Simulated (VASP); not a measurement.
# Au in VASP: notebook

The runs below take Au through single point, with PBEsol.

Everything below comes from runs of VASP 6.6.1. Logs are shortened: lines on timing, memory, paths and dates and some standing lists are left out, and cuts for length are marked.

## Step 1: The cell of the first run

The structure is tetragonal, space group I4/mmm (No. 139). The conventional cell has a = 3.315 Å, b = 3.315 Å, c = 3.447 Å, α = 90.00°, β = 90.00°, γ = 90.00°. Au (site symmetry 4/mmm) has 14 Au at 2.91 to 3.45 Å within 3.8 Å.

## Step 2: Single point, PBEsol (strain +0.000 along x and y, +0.040 along z)

File INCAR:

```
ALGO     = Fast           # electronic algorithm
EDIFF    = 1E-6           # SCF threshold, eV
ENCUT    = 520            # plane-wave cutoff, eV
GGA      = PS             # functional
ISIF     = 2              # what is computed and relaxed
ISMEAR   = 0              # smearing method
LASPH    = True           # aspherical terms in the spheres
LCHARG   = False          # write CHGCAR
LREAL    = False          # projectors in reciprocal space
LWAVE    = False          # write WAVECAR
NBANDS   = 12             # bands
NELM     = 80             # most SCF steps
PREC     = Accurate       # precision mode
SIGMA    = 0.15           # smearing width, eV
```

File KPOINTS:

```
k-points
0
Gamma
  20 20 20
```

File POSCAR:

```
Au
1.0
   -1.6572690000      1.6572690000      1.7235597600
    1.6572690000     -1.6572690000      1.7235597600
    1.6572690000      1.6572690000     -1.7235597600
Au
1
Direct
    0.0000000000      0.0000000000      0.0000000000
```

Potentials or basis: VASP PAW PBE potentials, release 64 (Au).

The run is started by

```sh
$ cat potpaw_PBE.64/Au/POTCAR > POTCAR
$ mpirun -np 1 vasp_std > vasp.out
```

OUTCAR:

```text
EDIFF = 1E-6
   ENCUT = 520
   GGA = PS
   ISIF = 2
   ISMEAR = 0
   LASPH = True
   LREAL = False
   NELM = 80
   PREC = Accurate

 ion  position               nearest neighbor table
   1  0.000  0.000  0.000-

  LATTYP: Found a body centered tetragonal cell.
 ALAT       =     3.3145380000
 C/A-ratio  =     1.0400000000

  Lattice vectors:

 A1 = (  -1.6572690000,   1.6572690000,   1.7235597600)
 A2 = (   1.6572690000,  -1.6572690000,   1.7235597600)
 A3 = (   1.6572690000,   1.6572690000,  -1.7235597600)

Analysis of symmetry for initial positions (statically):
=====================================================================
 Subroutine PRICEL returns:
 Original cell was already a primitive cell.

 Routine SETGRP: Setting up the symmetry group for a
 body centered tetragonal supercell.

 Subroutine GETGRP returns: Found 16 space group operations
 (whereof 16 operations were pure point group operations)
 out of a pool of 16 trial point group operations.

The static configuration has the point symmetry D_4h.

Analysis of symmetry for dynamics (positions and initial velocities):
=====================================================================
 Subroutine PRICEL returns:
 Original cell was already a primitive cell.

 Routine SETGRP: Setting up the symmetry group for a
 body centered tetragonal supercell.

 Subroutine GETGRP returns: Found 16 space group operations
 (whereof 16 operations were pure point group operations)
 out of a pool of 16 trial point group operations.

The dynamic configuration has the point symmetry D_4h.

 Subroutine INISYM returns: Found 16 space group operations
 (whereof 16 operations are pure point group operations),
 and found     1 'primitive' translations

----------------------------------------------------------------------------------------

                                     Primitive cell

  volume of cell :      18.9353

  direct lattice vectors                    reciprocal lattice vectors
    -1.657269000  1.657269000  1.723559760     0.000000000  0.301701172  0.290097281
     1.657269000 -1.657269000  1.723559760     0.301701172  0.000000000  0.290097281
     1.657269000  1.657269000 -1.723559760     0.301701172  0.301701172  0.000000000

  length of vectors
     2.909250646  2.909250646  2.909250646     0.418545135  0.418545135  0.426669890

  position of ions in fractional coordinates (direct lattice)
     0.000000000  0.000000000  0.000000000

  ion indices of the primitive-cell ions
   primitive index   ion index
                 1           1

----------------------------------------------------------------------------------------

 KPOINTS: k-points

Automatic generation of k-mesh.
 Grid dimensions read from file:
 generate k-points for:   20   20   20

 Generating k-lattice:

  Cartesian coordinates                     Fractional coordinates (reciprocal lattice)
     0.000000000  0.015085059  0.014504864     0.050000000  0.000000000  0.000000000
     0.015085059  0.000000000  0.014504864     0.000000000  0.050000000  0.000000000
     0.015085059  0.015085059  0.000000000     0.000000000  0.000000000  0.050000000

  Length of vectors
     0.020927257  0.020927257  0.021333494

  Shift w.r.t. Gamma in fractional coordinates (k-lattice)
     0.000000000  0.000000000  0.000000000

 Subroutine IBZKPT returns following result:
 ===========================================

 Found    641 irreducible k-points:

 Following reciprocal coordinates:
            Coordinates               Weight
  0.000000  0.000000  0.000000      1.000000
  0.050000 -0.000000  0.000000      8.000000
  0.100000 -0.000000  0.000000      8.000000
  0.150000 -0.000000  0.000000      8.000000
  0.200000 -0.000000  0.000000      8.000000
  0.250000  0.000000  0.000000      8.000000
[... 16 lines left out ...]
 -0.400000  0.050000 -0.000000     16.000000
 -0.350000  0.050000  0.000000     16.000000
 [... further k-points ...]
   k-points           NKPTS =    641   k-points in BZ     NKDIM =    641   number of bands    NBANDS=     12
   number of dos      NEDOS =    301   number of ions     NIONS =      1
   total plane-waves  NPLWV =  13824
   dimension x,y,z NGX =    24 NGY =   24 NGZ =   24
   dimension x,y,z NGXF=    48 NGYF=   48 NGZF=   48
   ions per type =               1
   NGX,Y,Z   is equivalent  to a cutoff of  13.71, 13.71, 13.71 a.u.
   NGXF,Y,Z  is equivalent  to a cutoff of  27.43, 27.43, 27.43 a.u.
 SYSTEM =  unknown system
   PREC   = accura    normal or accurate (medium, high low for compatibility)
   ISTART =      0    job   : 0-new  1-cont  2-samecut
   ICHARG =      2    charge: 1-file 2-atom 10-const
   ISPIN  =      1    spin polarized calculation?
   LNONCOLLINEAR =      F non collinear calculations
   LSORBIT =      F    spin-orbit coupling
   LASPH  =      T    aspherical Exc in radial PAW
   ENCUT  =  520.0 eV  38.22 Ry    6.18 a.u.   5.41  5.41  5.41*2*pi/ulx,y,z
   NELM   =     80;   NELMIN=  2; NELMDL= -5     # of ELM steps
   EDIFF  = 0.1E-05   stopping-criterion for ELM
   LREAL  =      F    real-space projection
   EDIFFG = 0.1E-04   stopping-criterion for IOM
   NSW    =      0    number of steps for IOM
   IBRION =     -1    ionic relax: 0-MD 1-quasi-New 2-CG
   NFREE  =      0    steps in history (QN), initial steepest desc. (CG)
   ISIF   =      2    stress and relaxation
   ISYM   =      2    0-nonsym 1-usesym 2-fastsym
   POTIM  = 0.5000    time-step for ionic-motion
   TEBEG  =    0.0;   TEEND  =   0.0 temperature during run
   PSTRESS=    0.0 pullay stress
   NELECT =      11.0000    total number of electrons
   NUPDOWN=      -1.0000    fix difference up-down
   EMIN   =  10.00;   EMAX   =-10.00  energy-range for DOS
   EFERMI =   0.00;   METHOD = LEGACY
   ISMEAR =     0;   SIGMA  =   0.15  broadening in eV -4-tet -1-fermi 0-gaus
   EFERMI_NEDOS =   21; number of points for ismear=-14 and -15
   IALGO  =     68    algorithm
   IMIX   =      4    mixing-type and parameters
     AMIX     =   0.40;   BMIX     =  1.00
     AMIX_MAG =   1.60;   BMIX_MAG =  1.00
  volume/ion in A,a.u.               =      18.94       127.78
  Fermi-wavevector in a.u.,A,eV,Ry     =   1.365992  2.581351 25.387589  1.865935
  Thomas-Fermi vector in A             =   2.492172
   LORBIT       =      0    0 simple, 1 ext, 2 COOP (PROOUT), +10 PAW based schemes
   GGA     = PS    functional components
   LHFCALC =     F    Hartree Fock is set to
   AEXX    =    0.0000 exact exchange contribution
   IVDW    =     0    specifies the selected vdW correction
   LEPSILON=     F    determine dielectric tensor
   LRPA    =     F    only Hartree local field effects (RPA)
 non-spin polarized calculation
 RMM-DIIS sequential band-by-band and
 Gauss-broadening in eV      SIGMA  =   0.15
  energy-cutoff  :      520.00
  volume of cell :       18.94
 maximum number of plane-waves:       539
 NGX is ok and might be reduce to    24
   NGX = 11   NGY = 11   NGZ = 11

 number of electron      11.0000001 magnetization

 Free energy of the ion-electron system (eV)
  ---------------------------------------------------
  ext. energy  EPLUGINS =         0.00000000
  ---------------------------------------------------
  free energy    TOTEN  =        -3.81499881 eV

  energy without entropy =       -3.81103478  energy(sigma->0) =       -3.81301679

 E-fermi :   7.6508     XC(G=0): -12.2705

 val. band max:        7.6487080394   @ k =  -0.2500  -0.3500   0.1500
 cond. band min:       7.6514326114   @ k =   0.5000   0.4500   0.0000
 fundamental gap:      0.0027245719
 Fermi energy:         7.6507517864

 k-point     1 :       0.0000    0.0000    0.0000
  band No.  band energies     occupation
      1      -1.2258      2.00000
      2       3.2431      2.00000
      3       3.2431      2.00000
      4       3.4544      2.00000
      5       4.8194      2.00000
      6       5.0602      2.00000
      7      23.6507      0.00000
      8      24.2628      0.00000
      9      24.2628      0.00000
     10      29.3459      0.00000
     11      30.4515      0.00000
     12      30.4526      0.00000

 k-point     2 :       0.0500   -0.0000    0.0000
  band No.  band energies     occupation
      1      -1.1426      2.00000
      2       3.2473      2.00000
      3       3.2544      2.00000
      4       3.4745      2.00000
      5       4.7996      2.00000
      6       5.0503      2.00000
      7      23.6597      0.00000
      8      24.2195      0.00000
      9      24.3595      0.00000
     10      28.5608      0.00000
     11      29.4407      0.00000
     12      30.1066      0.00000

 k-point     3 :       0.1000   -0.0000    0.0000
  band No.  band energies     occupation
      1      -0.8976      2.00000
      2       3.2310      2.00000
      3       3.2582      2.00000
      4       3.5928      2.00000
      5       4.7433      2.00000
      6       5.0308      2.00000
      7      23.5049      0.00000
      8      24.0192      0.00000
      9      24.6418      0.00000
     10      27.4289      0.00000
     11      28.1692      0.00000
     12      29.1997      0.00000

 k-point     4 :       0.1500   -0.0000    0.0000
  band No.  band energies     occupation
      1      -0.5074      2.00000
      2       3.1447      2.00000
      3       3.2751      2.00000
      4       3.8379      2.00000
      5       4.6697      2.00000
      6       5.0161      2.00000
      7      22.5116      0.00000
      8      23.7091      0.00000
      9      25.0851      0.00000
     10      26.8010      0.00000
     11      27.4989      0.00000
     12      27.9680      0.00000

 k-point     5 :       0.2000   -0.0000    0.0000
  band No.  band energies     occupation
      1      -0.0093      2.00000
      2       3.0238      2.00000
      3       3.3157      2.00000
      4       4.1797      2.00000
      5       4.6137      2.00000
      6       5.0117      2.00000
      7      20.7637      0.00000
      8      23.1371      0.00000
      9      25.6243      0.00000
     10      26.6286      0.00000
     11      26.7343      0.00000
     12      27.6289      0.00000
[... 228 lines left out ...]
      1       1.3021      2.00000
      2       2.4917      2.00000
      3       4.6622      2.00000
      4       5.0639      2.00000
      5       5.9391      2.00000
      6       7.4934      1.86215
      7      10.7050      0.00000
      8      20.0021      0.00000
      9      20.8412      0.00000
     10      28.3688      0.00000
     11      28.7813      0.00000
     12      29.5449      0.00000

 k-point    22 :      -0.4500    0.0500    0.0000
  band No.  band energies     occupation
      1       1.3060      2.00000
      2       2.5290      2.00000
      3       4.6055      2.00000
      4       5.0636      2.00000
      5       5.6293      2.00000
      6       6.6585      2.00000
      7      12.0056      0.00000
      8      20.2101      0.00000
      9      21.2042      0.00000
     10      28.1293      0.00000
     11      28.6113      0.00000
     12      29.7001      0.00000

 k-point    23 :      -0.4000    0.0500   -0.0000
  band No.  band energies     occupation
      1       1.2798      2.00000
      2       2.6019      2.00000
      3       4.4620      2.00000
      4       4.8888      2.00000
      5       5.1852      2.00000
      6       5.9452      2.00000
      7      13.7502      0.00000
      8      20.6079      0.00000
      9      21.8881      0.00000
     10      27.7496      0.00000
     11      28.3107      0.00000
     12      29.8162      0.00000

 k-point    24 :      -0.3500    0.0500    0.0000
  band No.  band energies     occupation
      1       1.1464      2.00000
      2       2.7050      2.00000
      3       3.9656      2.00000
      4       4.6464      2.00000
      5       5.1008      2.00000
      6       5.4032      2.00000
      7      15.6792      0.00000
      8      21.1762      0.00000
      9      22.8106      0.00000
     10      27.2194      0.00000
     11      28.0060      0.00000
     12      29.4657      0.00000

 [... further k-points ...]

------------------------ aborting loop because EDIFF is reached ----------------------------------------

  FORCE on cell =-STRESS in cart. coord.  units (eV):
  Direction    XX          YY          ZZ          XY          YZ          ZX
  --------------------------------------------------------------------------------------
  -------------------------------------------------------------------------------------
  Total       -1.6044677     -1.6044677     -1.5684040      0.0000000     -0.0000000      0.0000000
  in kB     -135.7591781   -135.7591781   -132.7077133      0.0000000     -0.0000000      0.0000000
  external PRESSURE =    -134.7420232 kB  Pullay stress =       0.0000000 kB

 VOLUME and BASIS-vectors are now :
 -----------------------------------------------------------------------------
  energy-cutoff  :      520.00
  volume of cell :       18.94
      direct lattice vectors                 reciprocal lattice vectors
    -1.657269000  1.657269000  1.723559760     0.000000000  0.301701172  0.290097281
     1.657269000 -1.657269000  1.723559760     0.301701172  0.000000000  0.290097281
     1.657269000  1.657269000 -1.723559760     0.301701172  0.301701172  0.000000000

 POSITION                                       TOTAL-FORCE (eV/Angst)
 -----------------------------------------------------------------------------------
      0.00000      0.00000      0.00000        -0.000000     -0.000000     -0.000000
 -----------------------------------------------------------------------------------
    total drift:                                0.000000      0.000000     -0.000000

  FREE ENERGIE OF THE ION-ELECTRON SYSTEM (eV)
  ---------------------------------------------------
  free  energy   TOTEN  =        -3.8149988066 eV

  energy  without entropy=       -3.8110347812  energy(sigma->0) =       -3.81301679
```

Wall time 2.3 min (1 thread of Intel Xeon Platinum 8259CL at 2.50GHz (Skylake/Cascade Lake), shared host); peak memory 0.26 GiB.

Results:

```yaml
Free_energy: -3.8150 eV
Pressure: -13.5 GPa
```

Stress tensor (GPa, compression positive):
```
-13.58   0.00   0.00
  0.00 -13.58   0.00
  0.00   0.00 -13.27
```

Caveat: the cell differs from its parent crystal (strain +0.000 along x and y, +0.040 along z); the PAW data sets were made with another functional, which shifts forces and pressure a little; spin-orbit coupling is left out, which moves the levels of the heavy elements.

## Step 3: Single point, PBEsol (strain -0.080 along x and y, -0.080 along z)

File INCAR:

```
  PREC = Accurate
  ENCUT = 520
  EDIFF = 1E-6
  ISMEAR = 0
  SIGMA = 0.15
  LREAL = False
  LASPH = True
  NELM = 100
  ALGO = Fast
  ISIF = 2
  LWAVE = False
  LCHARG = False
  GGA = PS
  NBANDS = 12
```

File KPOINTS:

```
regular mesh
0
Gamma
  20 20 20
```

File POSCAR:

```
Au
1.0
   -1.5246874800      1.5246874800      1.5246874800
    1.5246874800     -1.5246874800      1.5246874800
    1.5246874800      1.5246874800     -1.5246874800
Au
1
Direct
    0.0000000000      0.0000000000      0.0000000000
```

Potentials or basis: VASP PAW PBE potentials, release 64 (Au).

The run is started by

```sh
$ cat potpaw_PBE.64/Au/POTCAR > POTCAR
$ mpirun -np 1 vasp_std > vasp.out
```

Run time: 23 s. Hardware: 1 thread of Intel Xeon Platinum 8488C (Sapphire Rapids), shared host; peak memory 0.16 GiB.

It converged, with:

```
Free energy : -3.5136 eV
Pressure    : 53.6 GPa
```

Levels at points of the mesh, in eV from the Fermi level:
```tsv
k point	band 3	band 4	band 5	band 6	band 7	band 8	band 9	band 10
(0.00, 0.00, 0.00)	-6.04	-6.04	-3.44	-3.44	16.33	16.33	16.33	27.10
(0.50, 0.00, 0.00)	-3.60	-3.10	-1.55	-1.24	4.82	12.27	15.25	23.82
(0.50, 0.50, 0.50)	-1.79	-1.79	-1.79	6.43	6.43	6.43	12.14	18.32
```

Caveat: the cell differs from its parent crystal (strain -0.080 along x and y, -0.080 along z); the PAW data sets were made with another functional, which shifts forces and pressure a little; spin-orbit coupling is left out, which moves the levels of the heavy elements.
